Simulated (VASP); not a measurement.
# LiBC3 (I4mm) in VASP: further runs

Runs on LiBC3. Level: PBE. Tasks: single point, relaxation of cell and atoms.

All numbers are computed with VASP 6.6.1; they aren't measurements. Logs are shortened: lines on timing, memory, paths and dates and some standing lists are left out, and cuts for length are marked.

### Step 1. The cell of the first run

The structure is tetragonal, space group I4mm (No. 107). The conventional cell has a = 3.169 Å, b = 3.169 Å, c = 6.511 Å, α = 90.00°, β = 90.00°, γ = 90.00°. Li (site symmetry 4mm) has 13 C at 2.26 to 2.43 Å and 5 B at 2.40 Å within 3.0 Å. Within 2.2 Å of B (site symmetry 4mm) lie 5 C at 1.68 to 1.77 Å. C (site symmetry 2mm) has 6 C at 1.77 to 2.24 Å and 2 B at 1.77 Å and 4 Li at 2.26 to 2.28 Å within 2.3 Å. C (site symmetry 4mm) has 1 B at 1.68 Å and 4 C at 1.77 Å within 2.2 Å.

### Step 2. Single point, PBE

Input file INCAR:

```
  PREC = Accurate
  ENCUT = 520
  EDIFF = 1E-6
  ISMEAR = 0
  SIGMA = 0.1
  LREAL = False
  LASPH = True
  NELM = 80
  ALGO = Normal
  ISIF = 2
  LWAVE = False
  LCHARG = False
  GGA = PE
  NBANDS = 17
```

Input file KPOINTS:

```
regular mesh
0
Gamma
  8 8 8
```

Input file POSCAR:

```
LiBC3
1.0
   -1.5844392617      1.5844392617      3.2553954830
    1.5844392617     -1.5844392617      3.2553954830
    1.5844392617      1.5844392617     -3.2553954830
Li B C
1 1 3
Direct
    0.1360764235      0.1360764235      0.0000000000
    0.5043659928      0.5043659928      0.0000000000
    0.8836750611      0.3836750611      0.5000000000
    0.3836750611      0.8836750611      0.5000000000
    0.7631074615      0.7631074615      0.0000000000
```

Potentials or basis: VASP PAW PBE potentials, release 64 (Li_sv, B, C).

The run is started by

```sh
> cat potpaw_PBE.64/Li_sv/POTCAR potpaw_PBE.64/B/POTCAR potpaw_PBE.64/C/POTCAR > POTCAR
> mpirun -np 1 vasp_std > vasp.out
```

OUTCAR:

```text
PREC = Accurate
   ENCUT = 520
   EDIFF = 1E-6
   ISMEAR = 0
   LREAL = False
   LASPH = True
   NELM = 80
   ISIF = 2
   GGA = PE

 ion  position               nearest neighbor table
   1  0.136  0.136  0.000-   3 2.26   4 2.26   3 2.26   4 2.26   3 2.28   4 2.28   3 2.28   4 2.28

   2  0.504  0.504  0.000-   5 1.68   4 1.77   3 1.77   4 1.77   3 1.77
   3  0.884  0.384  0.500-   5 1.77   5 1.77   2 1.77   2 1.77   1 2.26   1 2.26   1 2.28   1 2.28

   4  0.384  0.884  0.500-   5 1.77   5 1.77   2 1.77   2 1.77   1 2.26   1 2.26   1 2.28   1 2.28

   5  0.763  0.763  0.000-   2 1.68   3 1.77   4 1.77   3 1.77   4 1.77

  LATTYP: Found a body centered tetragonal cell.
 ALAT       =     3.1688785234
 C/A-ratio  =     2.0546041503

  Lattice vectors:

 A1 = (  -1.5844392617,   1.5844392617,   3.2553954830)
 A2 = (   1.5844392617,  -1.5844392617,   3.2553954830)
 A3 = (   1.5844392617,   1.5844392617,  -3.2553954830)

Analysis of symmetry for initial positions (statically):
=====================================================================
 Subroutine PRICEL returns:
 Original cell was already a primitive cell.

 Routine SETGRP: Setting up the symmetry group for a
 body centered tetragonal supercell.

 Subroutine GETGRP returns: Found  8 space group operations
 (whereof  8 operations were pure point group operations)
 out of a pool of 16 trial point group operations.

The static configuration has the point symmetry C_4v.

Analysis of symmetry for dynamics (positions and initial velocities):
=====================================================================
 Subroutine PRICEL returns:
 Original cell was already a primitive cell.

 Routine SETGRP: Setting up the symmetry group for a
 body centered tetragonal supercell.

 Subroutine GETGRP returns: Found  8 space group operations
 (whereof  8 operations were pure point group operations)
 out of a pool of 16 trial point group operations.

The dynamic configuration has the point symmetry C_4v.

 Subroutine INISYM returns: Found  8 space group operations
 (whereof  8 operations are pure point group operations),
 and found     1 'primitive' translations

----------------------------------------------------------------------------------------

                                     Primitive cell
[... 86 lines left out ...]
   NGXF,Y,Z  is equivalent  to a cutoff of  25.24, 25.24, 25.24 a.u.
 SYSTEM =  unknown system
   PREC   = accura    normal or accurate (medium, high low for compatibility)
   ISTART =      0    job   : 0-new  1-cont  2-samecut
   ICHARG =      2    charge: 1-file 2-atom 10-const
   ISPIN  =      1    spin polarized calculation?
   LNONCOLLINEAR =      F non collinear calculations
   LSORBIT =      F    spin-orbit coupling
   LASPH  =      T    aspherical Exc in radial PAW
   ENCUT  =  520.0 eV  38.22 Ry    6.18 a.u.   7.35  7.35  7.35*2*pi/ulx,y,z
   NELM   =     80;   NELMIN=  2; NELMDL= -5     # of ELM steps
   EDIFF  = 0.1E-05   stopping-criterion for ELM
   LREAL  =      F    real-space projection
[... 7 lines left out ...]
   TEBEG  =    0.0;   TEEND  =   0.0 temperature during run
   PSTRESS=    0.0 pullay stress
   NELECT =      18.0000    total number of electrons
   NUPDOWN=      -1.0000    fix difference up-down
   EMIN   =  10.00;   EMAX   =-10.00  energy-range for DOS
   EFERMI =   0.00;   METHOD = LEGACY
   ISMEAR =     0;   SIGMA  =   0.10  broadening in eV -4-tet -1-fermi 0-gaus
   EFERMI_NEDOS =   21; number of points for ismear=-14 and -15
   IALGO  =     38    algorithm
   IMIX   =      4    mixing-type and parameters
     AMIX     =   0.40;   BMIX     =  1.00
     AMIX_MAG =   1.60;   BMIX_MAG =  1.00
  volume/ion in A,a.u.               =       6.54        44.12
  Fermi-wavevector in a.u.,A,eV,Ry     =   1.341819  2.535671 24.497003  1.800479
  Thomas-Fermi vector in A             =   2.470022
   LORBIT       =      0    0 simple, 1 ext, 2 COOP (PROOUT), +10 PAW based schemes
   GGA     = PE    functional components
   LHFCALC =     F    Hartree Fock is set to
   AEXX    =    0.0000 exact exchange contribution
   IVDW    =     0    specifies the selected vdW correction
   LEPSILON=     F    determine dielectric tensor
   LRPA    =     F    only Hartree local field effects (RPA)
 non-spin polarized calculation
 Gauss-broadening in eV      SIGMA  =   0.10
  energy-cutoff  :      520.00
  volume of cell :       32.69
 maximum number of plane-waves:       896
 NGX is ok and might be reduce to    30
   NGX = 15   NGY = 15   NGZ = 15

 number of electron      17.9999998 magnetization

 Free energy of the ion-electron system (eV)
  ---------------------------------------------------
  ext. energy  EPLUGINS =         0.00000000
  ---------------------------------------------------
  free energy    TOTEN  =       -30.47234616 eV

  energy without entropy =      -30.46776668  energy(sigma->0) =      -30.47005642

 E-fermi :   8.4593     XC(G=0): -12.1670

 val. band max:        8.4288406176   @ k =   0.1250   0.1250  -0.0000
 cond. band min:       8.4785383840   @ k =  -0.2500  -0.2500   0.1250
 fundamental gap:      0.0496977663
 Fermi energy:         8.4593446586

 k-point     1 :       0.0000    0.0000    0.0000
  band No.  band energies     occupation
      1     -38.5619      2.00000
      2     -10.5898      2.00000
      3       0.0581      2.00000
      4       0.8028      2.00000
      5       0.8028      2.00000
      6       1.6405      2.00000
[... 457 lines left out ...]
      4      -1.9266      2.00000
      5      -0.2231      2.00000
      6       0.4514      2.00000
[... 9 lines left out ...]
     16      19.0556      0.00000
     17      19.9657      0.00000

 [... further k-points ...]
[... 5 lines left out ...]
  --------------------------------------------------------------------------------------
  -------------------------------------------------------------------------------------
  Total       -0.0280191     -0.0280191     -0.0761439      0.0000000      0.0000000      0.0000000
  in kB       -1.3732513     -1.3732513     -3.7319077      0.0000000      0.0000000      0.0000000
  external PRESSURE =      -2.1594701 kB  Pullay stress =       0.0000000 kB

 VOLUME and BASIS-vectors are now :
 -----------------------------------------------------------------------------
  energy-cutoff  :      520.00
  volume of cell :       32.69
      direct lattice vectors                 reciprocal lattice vectors
    -1.584439262  1.584439262  3.255395483     0.000000000  0.315569055  0.153591170
     1.584439262 -1.584439262  3.255395483     0.315569055  0.000000000  0.153591170
     1.584439262  1.584439262 -3.255395483     0.315569055  0.315569055  0.000000000

 POSITION                                       TOTAL-FORCE (eV/Angst)
 -----------------------------------------------------------------------------------
      0.00000      0.00000      0.88597         0.000000      0.000000     -0.006589
      0.00000      0.00000      3.28382         0.000000      0.000000      0.017936
      0.00000      1.58444      2.49803         0.000000     -0.000000     -0.005029
      1.58444      0.00000      2.49803        -0.000000      0.000000     -0.005029
      0.00000      0.00000      4.96843        -0.000000     -0.000000     -0.001291
 -----------------------------------------------------------------------------------
    total drift:                               -0.000002     -0.000002     -0.000160

  FREE ENERGIE OF THE ION-ELECTRON SYSTEM (eV)
  ---------------------------------------------------
  free  energy   TOTEN  =       -30.4723461554 eV

  energy  without entropy=      -30.4677666805  energy(sigma->0) =      -30.47005642
```

OSZICAR:

```text
N       E                     dE             d eps       ncg     rms          rms(c)
DAV:   1     0.499332182715E+02    0.49933E+02   -0.88160E+03  2006   0.107E+03
DAV:   2    -0.263943322633E+02   -0.76328E+02   -0.72636E+02  2586   0.221E+02
DAV:   3    -0.310417705648E+02   -0.46474E+01   -0.46132E+01  3699   0.425E+01
DAV:   4    -0.311139776603E+02   -0.72207E-01   -0.72171E-01  2490   0.477E+00
DAV:   5    -0.311144442436E+02   -0.46658E-03   -0.46647E-03  2933   0.370E-01    0.519E+00
DAV:   6    -0.306260602497E+02    0.48838E+00   -0.37990E-01  2867   0.347E+00    0.299E+00
DAV:   7    -0.304685859352E+02    0.15747E+00   -0.36285E-01  3052   0.351E+00    0.709E-01
DAV:   8    -0.304723663375E+02   -0.37804E-02   -0.53185E-02  2591   0.129E+00    0.362E-01
DAV:   9    -0.304723411613E+02    0.25176E-04   -0.11229E-03  2907   0.266E-01    0.640E-02
DAV:  10    -0.304723461618E+02   -0.50005E-05   -0.10708E-04  2817   0.830E-02    0.262E-02
DAV:  11    -0.304723462977E+02   -0.13591E-06   -0.14151E-05  2906   0.288E-02    0.106E-02
DAV:  12    -0.304723461554E+02    0.14229E-06   -0.18504E-06  2124   0.120E-02
   1 F= -.30472346E+02 E0= -.30470056E+02  d E =-.457947E-02
```

stdout:

```text
POSCAR found type information on POSCAR LiB C
 POSCAR found :  3 types and       5 ions
 scaLAPACK will be used
 LDA part: xc-table for (Slater+PW92), standard interpolation
 POSCAR, INCAR and KPOINTS ok, starting setup
 FFT: planning ... GRIDC
 FFT: planning ... GRID_SOFT
 FFT: planning ... GRID
 WAVECAR not read
 entering main loop
```

It took 67 s on 1 thread of Oxide Virtual Turin-like, shared host; peak memory 0.14 GiB.

What came out:

- Free energy: -30.4723 eV
- Largest force: 0.018 eV/Å
- Band gap on the k mesh: zero (band 9 reaches 12.27 eV, above the bottom of band 10 at 6.79 eV)

Forces on the atoms (eV/Å):
```
Li   0.000  0.000 -0.007
B    0.000  0.000  0.018
C    0.000  0.000 -0.005
C    0.000  0.000 -0.005
C    0.000  0.000 -0.001
```

Levels at points of the mesh, in eV from the Fermi level:
| k point | band 5 | band 6 | band 7 | band 8 | band 9 | band 10 | band 11 | band 12 | band 13 | band 14 |
| --- | --- | --- | --- | --- | --- | --- | --- | --- | --- | --- |
| (0.00, 0.00, 0.00) | -7.66 | -6.82 | -6.19 | -2.54 | -2.54 | -1.51 | -1.01 | 3.61 | 3.61 | 7.32 |
| (0.50, 0.00, 0.00) | -6.94 | -6.06 | -4.56 | -3.21 | -1.80 | -1.65 | 4.99 | 5.65 | 6.77 | 7.40 |
| (0.50, 0.50, 0.00) | -11.00 | -7.47 | -6.96 | -3.79 | 3.82 | 3.96 | 4.34 | 4.48 | 6.37 | 7.59 |
| (0.50, 0.50, 0.50) | -8.65 | -6.89 | -2.05 | -0.38 | -0.38 | -0.35 | 0.99 | 6.46 | 6.46 | 8.15 |

Caveat: the cutoff is under 1.25 times the usual one of these potentials, so pressure, stress and relaxed cells hold a basis-set (Pulay) error.

### Step 3. Relaxation of cell and atoms, PBE

This run uses another cell than the first one, of 8.08 Å³/atom, 1.236 times its volume.

Input file INCAR:

```
SYSTEM = LiBC3
  ALGO = Normal
  EDIFF = 1E-6
  EDIFFG = -0.04
  ENCUT = 600
  GGA = PE
  IBRION = 2
  ISIF = 3
  ISMEAR = 0
  LASPH = .True.
  LCHARG = .False.
  LREAL = .False.
  LWAVE = .False.
  NELM = 80
  NSW = 90
  PREC = Accurate
  SIGMA = 0.1
```

Input file KPOINTS:

```
k-points
0
Gamma
  8 8 8
  0 0 0
```

Input file POSCAR:

```
LiBC3
1.0
   -1.6057648774      1.6057648774      3.9165563863
    1.6057648774     -1.6057648774      3.9165563863
    1.6057648774      1.6057648774     -3.9165563863
Li B C
1 1 3
Direct
    0.1336000000      0.1336000000      0.0000000000
    0.5204000000      0.5204000000      0.0000000000
    0.8827000000      0.3827000000      0.5000000000
    0.3827000000      0.8827000000      0.5000000000
    0.7515000000      0.7515000000      0.0000000000
```

Potentials or basis: VASP PAW PBE potentials, release 64 (Li_sv, B, C).

The run is started by

```sh
> cat potpaw_PBE.64/Li_sv/POTCAR potpaw_PBE.64/B/POTCAR potpaw_PBE.64/C/POTCAR > POTCAR
> mpirun -np 1 vasp_std > vasp.out
```

Wall time 6.3 min (1 thread of Oxide Virtual Turin-like, shared host); peak memory 0.19 GiB.

It converged, with:

| Quantity | Value |
| --- | --- |
| Free energy | -30.4917 eV |
| Relaxed volume | 6.52 Å³/atom |
| Relaxed cell | a = 3.949 Å, b = 3.949 Å, c = 3.949 Å, α = 132.72°, β = 132.72°, γ = 69.09° |
| Space group after relaxing (to 0.05 Å) | I4mm (No. 107) |
| Energy gained by relaxing | 462.9 meV/atom |
| Ionic steps | 8 |
| Pressure after relaxing | 0.0 GPa |
| Largest force after relaxing | 0.014 eV/Å |
| Band gap on the k mesh | zero (band 9 reaches 12.32 eV, above the bottom of band 10 at 6.81 eV) |

Forces on the atoms (eV/Å):
```
Li   0.000  0.000  0.014
B    0.000  0.000 -0.002
C    0.000  0.000 -0.002
C    0.000  0.000 -0.002
C    0.000  0.000 -0.008
```

The path:
| step | energy change (eV) | largest force (eV/Å) | pressure (GPa) | volume (Å³) |
| --- | --- | --- | --- | --- |
| 1 | 0.0000 | 3.2819 | -26.81 | 40.40 |
| 2 | -2.2800 | 0.8875 | 0.09 | 32.61 |
| 3 | -2.2985 | 0.5899 | -3.15 | 33.10 |
| 4 | -2.2988 | 0.4729 | -4.17 | 33.26 |
| 5 | -2.3110 | 0.3714 | 1.42 | 32.42 |
| 6 | -2.3140 | 0.0899 | -0.37 | 32.68 |
| 7 | -2.3143 | 0.0475 | 0.15 | 32.59 |
| 8 | -2.3144 | 0.0138 | 0.00 | 32.62 |

Final structure:
```
Li B C
1.0
    -1.58334    1.58334    3.25249
     1.58334   -1.58334    3.25249
     1.58334    1.58334   -3.25249
Li B C
1 1 3
Direct
  0.13547 0.13547 0.00000
  0.50462 0.50462 0.00000
  0.88375 0.38375 0.50000
  0.38375 0.88375 0.50000
  0.76330 0.76330 0.00000
```

Levels at points of the mesh, in eV from the Fermi level:
| k point | band 6 | band 7 | band 8 | band 9 | band 10 | band 11 | band 12 | band 13 |
| --- | --- | --- | --- | --- | --- | --- | --- | --- |
| (0.00, 0.00, 0.00) | -6.82 | -6.19 | -2.54 | -2.54 | -1.52 | -1.02 | 3.62 | 3.62 |
| (0.50, 0.00, 0.00) | -6.08 | -4.56 | -3.21 | -1.80 | -1.65 | 4.99 | 5.67 | 6.79 |
| (0.50, 0.50, 0.00) | -7.49 | -6.98 | -3.80 | 3.84 | 3.97 | 4.35 | 4.49 | 6.37 |
| (0.50, 0.50, 0.50) | -6.89 | -2.06 | -0.38 | -0.38 | -0.35 | 0.99 | 6.47 | 6.47 |

Caveat: the cutoff is under 1.25 times the usual one of these potentials, so pressure, stress and relaxed cells hold a basis-set (Pulay) error; the volume moved by over 15 % at a fixed basis, so the end points are rough.
